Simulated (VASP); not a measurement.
# Cd5HgTe6 (P-4m2) in VASP: single point with PBE

Aim: the single point of Cd5HgTe6 with PBE.

Everything below comes from runs of VASP 6.6.1. Logs are shortened: lines on timing, memory, paths and dates and some standing lists are left out, and cuts for length are marked.

## 1. The cell of the first run

The structure is tetragonal, space group P-4m2 (No. 115). The conventional cell has a = 4.684 Å, b = 4.684 Å, c = 19.869 Å, α = 90.00°, β = 90.00°, γ = 90.00°. Within 3.8 Å of Cd (site symmetry 2mm) lie 4 Te at 2.86 to 2.87 Å. Within 3.8 Å of Cd (site symmetry 2mm) lie 4 Te at 2.87 Å. Cd (site symmetry -4m2) has 4 Te at 2.87 Å within 3.8 Å. Hg (site symmetry -4m2) has 4 Te at 2.88 Å within 3.8 Å. Within 3.8 Å of Te (site symmetry 2mm) lie 2 Cd at 2.86 Å and 2 Hg at 2.88 Å. Te (site symmetry 2mm) has 4 Cd at 2.87 Å within 3.8 Å. Within 3.8 Å of Te (site symmetry 2mm) lie 4 Cd at 2.87 Å.

## 2. Single point, PBE

INCAR reads:

```
SYSTEM = Cd5HgTe6
ALGO = Normal
EDIFF = 1E-6
ENCUT = 520
GGA = PE
ISIF = 2
ISMEAR = 0
LASPH = .TRUE.
LCHARG = .TRUE.
LELF = .TRUE.
LREAL = .FALSE.
LVHAR = .TRUE.
LWAVE = .FALSE.
NBANDS = 66
NELM = 80
PREC = Accurate
SIGMA = 0.01
```

KPOINTS reads:

```
k-points
0
G
  8 8 2
  0 0 0
```

POSCAR reads:

```
Cd5HgTe6
1.0
    4.6844189000      0.0000000000      0.0000000000
    0.0000000000      4.6844189000      0.0000000000
    0.0000000000      0.0000000000     19.8689396000
Cd Hg Te
5 1 6
Direct
    0.0000000000      0.0000000000      0.8328630000
    0.0000000000      0.0000000000      0.1671370000
    0.5000000000      0.5000000000      0.3335910000
    0.0000000000      0.0000000000      0.5000000000
    0.5000000000      0.5000000000      0.6664090000
    0.5000000000      0.5000000000      0.0000000000
    0.5000000000      0.0000000000      0.0841850000
    0.0000000000      0.5000000000      0.2503760000
    0.5000000000      0.0000000000      0.4168040000
    0.0000000000      0.5000000000      0.5831960000
    0.5000000000      0.0000000000      0.7496240000
    0.0000000000      0.5000000000      0.9158150000
```

Potentials or basis: VASP PAW PBE potentials, release 64 (Cd, Hg, Te).

Started as:

```sh
$ cat potpaw_PBE.64/Cd/POTCAR potpaw_PBE.64/Hg/POTCAR potpaw_PBE.64/Te/POTCAR > POTCAR
$ mpirun -np 1 vasp_std > vasp.out
```

OUTCAR:

```text
SYSTEM = Cd5HgTe6
   EDIFF = 1E-6
   ENCUT = 520
   GGA = PE
   ISIF = 2
   ISMEAR = 0
   LASPH = .TRUE.
   LREAL = .FALSE.
   NELM = 80
   PREC = Accurate

 ion  position               nearest neighbor table
   1  0.000  0.000  0.833-  12 2.86  12 2.86  11 2.87  11 2.87
   2  0.000  0.000  0.167-   7 2.86   7 2.86   8 2.87   8 2.87
   3  0.500  0.500  0.334-   9 2.87   9 2.87   8 2.87   8 2.87
   4  0.000  0.000  0.500-   9 2.87  10 2.87  10 2.87   9 2.87
   5  0.500  0.500  0.666-  10 2.87  10 2.87  11 2.87  11 2.87
   6  0.500  0.500  0.000-   7 2.88  12 2.88   7 2.88  12 2.88
   7  0.500  0.000  0.084-   2 2.86   2 2.86   6 2.88   6 2.88
   8  0.000  0.500  0.250-   3 2.87   3 2.87   2 2.87   2 2.87
   9  0.500  0.000  0.417-   4 2.87   4 2.87   3 2.87   3 2.87
  10  0.000  0.500  0.583-   4 2.87   4 2.87   5 2.87   5 2.87
  11  0.500  0.000  0.750-   5 2.87   5 2.87   1 2.87   1 2.87
  12  0.000  0.500  0.916-   1 2.86   1 2.86   6 2.88   6 2.88

  LATTYP: Found a simple tetragonal cell.
 ALAT       =     4.6844189000
 C/A-ratio  =     4.2414950550

  Lattice vectors:

 A1 = (   4.6844189000,   0.0000000000,   0.0000000000)
 A2 = (   0.0000000000,   4.6844189000,   0.0000000000)
 A3 = (   0.0000000000,   0.0000000000,  19.8689396000)

Analysis of symmetry for initial positions (statically):
=====================================================================
 Subroutine PRICEL returns:
 Original cell was already a primitive cell.

 Routine SETGRP: Setting up the symmetry group for a
 simple tetragonal supercell.

 Subroutine GETGRP returns: Found  8 space group operations
 (whereof  8 operations were pure point group operations)
 out of a pool of 16 trial point group operations.

The static configuration has the point symmetry D_2d.

Analysis of symmetry for dynamics (positions and initial velocities):
=====================================================================
 Subroutine PRICEL returns:
 Original cell was already a primitive cell.

 Routine SETGRP: Setting up the symmetry group for a
 simple tetragonal supercell.

 Subroutine GETGRP returns: Found  8 space group operations
 (whereof  8 operations were pure point group operations)
 out of a pool of 16 trial point group operations.

The dynamic configuration has the point symmetry D_2d.

 Subroutine INISYM returns: Found  8 space group operations
 (whereof  8 operations are pure point group operations),
 and found     1 'primitive' translations

----------------------------------------------------------------------------------------

                                     Primitive cell

  volume of cell :     435.9996

  direct lattice vectors                    reciprocal lattice vectors
     4.684418900  0.000000000  0.000000000     0.213473650  0.000000000  0.000000000
     0.000000000  4.684418900  0.000000000     0.000000000  0.213473650  0.000000000
     0.000000000  0.000000000 19.868939600     0.000000000  0.000000000  0.050329812

  length of vectors
     4.684418900  4.684418900 19.868939600     0.213473650  0.213473650  0.050329812

  position of ions in fractional coordinates (direct lattice)
     0.000000000  0.000000000  0.832863000
     0.000000000  0.000000000  0.167137000
     0.500000000  0.500000000  0.333591000
     0.000000000  0.000000000  0.500000000
     0.500000000  0.500000000  0.666409000
     0.500000000  0.500000000  0.000000000
     0.500000000  0.000000000  0.084185000
     0.000000000  0.500000000  0.250376000
     0.500000000  0.000000000  0.416804000
     0.000000000  0.500000000  0.583196000
     0.500000000  0.000000000  0.749624000
     0.000000000  0.500000000  0.915815000

  ion indices of the primitive-cell ions
   primitive index   ion index
                 1           1
                 2           2
                 3           3
                 4           4
                 5           5
                 6           6
                 7           7
                 8           8
                 9           9
                10          10
                11          11
                12          12

----------------------------------------------------------------------------------------

 KPOINTS: k-points

Automatic generation of k-mesh.
 Grid dimensions read from file:
 generate k-points for:    8    8    2

 Generating k-lattice:

  Cartesian coordinates                     Fractional coordinates (reciprocal lattice)
     0.026684206  0.000000000  0.000000000     0.125000000  0.000000000  0.000000000
     0.000000000  0.026684206  0.000000000     0.000000000  0.125000000  0.000000000
     0.000000000  0.000000000  0.025164906     0.000000000  0.000000000  0.500000000

  Length of vectors
     0.026684206  0.026684206  0.025164906

  Shift w.r.t. Gamma in fractional coordinates (k-lattice)
     0.000000000  0.000000000  0.000000000

 Subroutine IBZKPT returns following result:
 ===========================================

 Found     30 irreducible k-points:

 Following reciprocal coordinates:
            Coordinates               Weight
  0.000000  0.000000  0.000000      1.000000
  0.125000  0.000000  0.000000      4.000000
  0.250000  0.000000  0.000000      4.000000
  0.375000  0.000000  0.000000      4.000000
  0.500000  0.000000  0.000000      2.000000
  0.125000  0.125000  0.000000      4.000000
[... 16 lines left out ...]
  0.375000  0.125000  0.500000      8.000000
  0.500000  0.125000  0.500000      4.000000
 [... further k-points ...]
   k-points           NKPTS =     30   k-points in BZ     NKDIM =     30   number of bands    NBANDS=     66
   number of dos      NEDOS =    301   number of ions     NIONS =     12
   total plane-waves  NPLWV = 194400
   dimension x,y,z NGX =    36 NGY =   36 NGZ =  150
   dimension x,y,z NGXF=    72 NGYF=   72 NGZF=  300
   ions per type =               5   1   6
   NGX,Y,Z   is equivalent  to a cutoff of  12.78, 12.78, 12.55 a.u.
   NGXF,Y,Z  is equivalent  to a cutoff of  25.55, 25.55, 25.10 a.u.
 SYSTEM =  Cd5HgTe6
   PREC   = accura    normal or accurate (medium, high low for compatibility)
   ISTART =      0    job   : 0-new  1-cont  2-samecut
   ICHARG =      2    charge: 1-file 2-atom 10-const
   ISPIN  =      1    spin polarized calculation?
   LNONCOLLINEAR =      F non collinear calculations
   LSORBIT =      F    spin-orbit coupling
   LASPH  =      T    aspherical Exc in radial PAW
   ENCUT  =  520.0 eV  38.22 Ry    6.18 a.u.   8.71  8.71 36.94*2*pi/ulx,y,z
   NELM   =     80;   NELMIN=  2; NELMDL= -5     # of ELM steps
   EDIFF  = 0.1E-05   stopping-criterion for ELM
   LREAL  =      F    real-space projection
[... 7 lines left out ...]
   TEBEG  =    0.0;   TEEND  =   0.0 temperature during run
   PSTRESS=    0.0 pullay stress
   NELECT =     108.0000    total number of electrons
   NUPDOWN=      -1.0000    fix difference up-down
   EMIN   =  10.00;   EMAX   =-10.00  energy-range for DOS
   EFERMI =   0.00;   METHOD = LEGACY
   ISMEAR =     0;   SIGMA  =   0.01  broadening in eV -4-tet -1-fermi 0-gaus
   EFERMI_NEDOS =   21; number of points for ismear=-14 and -15
   IALGO  =     38    algorithm
   IMIX   =      4    mixing-type and parameters
     AMIX     =   0.40;   BMIX     =  1.00
     AMIX_MAG =   1.60;   BMIX_MAG =  1.00
  volume/ion in A,a.u.               =      36.33       245.19
  Fermi-wavevector in a.u.,A,eV,Ry     =   1.028144  1.942911 14.382454  1.057081
  Thomas-Fermi vector in A             =   2.162126
   LORBIT       =      0    0 simple, 1 ext, 2 COOP (PROOUT), +10 PAW based schemes
   GGA     = PE    functional components
   LHFCALC =     F    Hartree Fock is set to
   AEXX    =    0.0000 exact exchange contribution
   IVDW    =     0    specifies the selected vdW correction
   LEPSILON=     F    determine dielectric tensor
   LRPA    =     F    only Hartree local field effects (RPA)
 non-spin polarized calculation
 Gauss-broadening in eV      SIGMA  =   0.01
  energy-cutoff  :      520.00
  volume of cell :      436.00
 maximum number of plane-waves:     11802
 NGX is ok and might be reduce to    36
   NGX = 17   NGY = 17   NGZ = 73

 number of electron     108.0000039 magnetization

 Free energy of the ion-electron system (eV)
  ---------------------------------------------------
  ext. energy  EPLUGINS =         0.00000000
  ---------------------------------------------------
  free energy    TOTEN  =       -27.69518193 eV

  energy without entropy =      -27.69518193  energy(sigma->0) =      -27.69518193

 E-fermi :   1.9779     XC(G=0):  -8.3164

 val. band max:        1.8861301598   @ k =   0.0000   0.0000   0.0000
 cond. band min:       2.1829182823   @ k =   0.0000   0.0000   0.0000
 fundamental gap:      0.2967881225
 Fermi energy:         1.9779419241

 k-point     1 :       0.0000    0.0000    0.0000
  band No.  band energies     occupation
      1      -9.0856      2.00000
      2      -8.9506      2.00000
      3      -8.9148      2.00000
      4      -8.7008      2.00000
      5      -8.6976      2.00000
      6      -8.5854      2.00000
[... 58 lines left out ...]
     65       5.6364      0.00000
     66       6.4646      0.00000

 k-point     2 :       0.1250    0.0000    0.0000
  band No.  band energies     occupation
      1      -9.0492      2.00000
      2      -8.9227      2.00000
      3      -8.8891      2.00000
      4      -8.6924      2.00000
      5      -8.6894      2.00000
      6      -8.5863      2.00000
[... 58 lines left out ...]
     65       6.0011      0.00000
     66       6.3223      0.00000

 k-point     3 :       0.2500    0.0000    0.0000
  band No.  band energies     occupation
      1      -8.9530      2.00000
      2      -8.8505      2.00000
      3      -8.8237      2.00000
      4      -8.6775      2.00000
      5      -8.6718      2.00000
      6      -8.5953      2.00000
[... 1438 lines left out ...]
     65       6.8268      0.00000
     66       6.8667      0.00000

 k-point    24 :       0.5000    0.1250    0.5000
  band No.  band energies     occupation
      1      -8.7341      2.00000
      2      -8.6860      2.00000
      3      -8.6713      2.00000
      4      -8.6713      2.00000
      5      -8.6698      2.00000
      6      -8.6696      2.00000
[... 58 lines left out ...]
     65       6.7755      0.00000
     66       6.7883      0.00000

 [... further k-points ...]
[... 5 lines left out ...]
  --------------------------------------------------------------------------------------
  -------------------------------------------------------------------------------------
  Total        0.2494836      0.2494836      0.2151140      0.0000000      0.0000000     -0.0000000
  in kB        0.9167829      0.9167829      0.7904841      0.0000000      0.0000000     -0.0000000
  external PRESSURE =       0.8746833 kB  Pullay stress =       0.0000000 kB

 VOLUME and BASIS-vectors are now :
 -----------------------------------------------------------------------------
  energy-cutoff  :      520.00
  volume of cell :      436.00
      direct lattice vectors                 reciprocal lattice vectors
     4.684418900  0.000000000  0.000000000     0.213473650  0.000000000  0.000000000
     0.000000000  4.684418900  0.000000000     0.000000000  0.213473650  0.000000000
     0.000000000  0.000000000 19.868939600     0.000000000  0.000000000  0.050329812

 POSITION                                       TOTAL-FORCE (eV/Angst)
 -----------------------------------------------------------------------------------
      0.00000      0.00000     16.54810        -0.000000      0.000000     -0.002518
      0.00000      0.00000      3.32083        -0.000000      0.000000      0.002518
      2.34221      2.34221      6.62810        -0.000000      0.000000      0.000371
      0.00000      0.00000      9.93447        -0.000000      0.000000      0.000000
      2.34221      2.34221     13.24084        -0.000000     -0.000000     -0.000371
      2.34221      2.34221      0.00000         0.000000     -0.000000      0.000000
      2.34221      0.00000      1.67267        -0.000000      0.000000     -0.012498
      0.00000      2.34221      4.97471        -0.000000      0.000000      0.002041
      2.34221      0.00000      8.28145        -0.000000      0.000000     -0.000628
      0.00000      2.34221     11.58749        -0.000000      0.000000      0.000628
      2.34221      0.00000     14.89423        -0.000000      0.000000     -0.002041
      0.00000      2.34221     18.19627        -0.000000      0.000000      0.012498
 -----------------------------------------------------------------------------------
    total drift:                                0.000000      0.000000      0.000000

  FREE ENERGIE OF THE ION-ELECTRON SYSTEM (eV)
  ---------------------------------------------------
  free  energy   TOTEN  =       -27.6951819286 eV

  energy  without entropy=      -27.6951819286  energy(sigma->0) =      -27.69518193
```

It took 12 min on 1 thread of Intel Xeon 6975P-C (Granite Rapids), shared host; peak memory 0.9 GiB.

Results:

```yaml
Free_energy: -27.6952 eV
Pressure: 0.1 GPa
Largest_force: 0.012 eV/Å
Band_gap_on_the_k_mesh: 0.30 eV
```

Forces on the atoms (eV/Å):
```
Cd   0.000  0.000 -0.003
Cd   0.000  0.000  0.003
Cd   0.000  0.000  0.000
Cd   0.000  0.000  0.000
Cd   0.000  0.000  0.000
Hg   0.000  0.000  0.000
Te   0.000  0.000 -0.012
Te   0.000  0.000  0.002
Te   0.000  0.000 -0.001
Te   0.000  0.000  0.001
Te   0.000  0.000 -0.002
Te   0.000  0.000  0.012
```

Levels at points of the mesh, in eV from the valence-band top:
| k point | band 50 | band 51 | band 52 | band 53 | band 54 | band 55 | band 56 | band 57 | band 58 | band 59 |
| --- | --- | --- | --- | --- | --- | --- | --- | --- | --- | --- |
| (0.00, 0.00, 0.00) | -0.52 | -0.52 | -0.02 | 0.00 | 0.00 | 0.30 | 1.93 | 2.21 | 2.53 | 2.63 |
| (0.50, 0.00, 0.00) | -0.79 | -0.78 | -0.78 | -0.75 | -0.56 | 1.49 | 2.01 | 2.02 | 2.05 | 2.79 |
| (0.50, 0.50, 0.00) | -1.93 | -1.74 | -1.72 | -1.72 | -1.70 | 2.27 | 2.67 | 2.71 | 2.71 | 3.17 |
| (0.00, 0.00, 0.50) | -0.75 | -0.24 | -0.24 | -0.10 | -0.10 | 1.02 | 1.31 | 2.39 | 2.59 | 2.65 |
| (0.50, 0.00, 0.50) | -0.78 | -0.75 | -0.74 | -0.70 | -0.56 | 1.32 | 1.69 | 2.32 | 2.62 | 2.62 |
| (0.50, 0.50, 0.50) | -1.81 | -1.81 | -1.78 | -1.78 | -1.78 | 2.37 | 2.87 | 2.87 | 2.97 | 2.97 |

Caveat: spin-orbit coupling is left out, which moves the levels of the heavy elements.
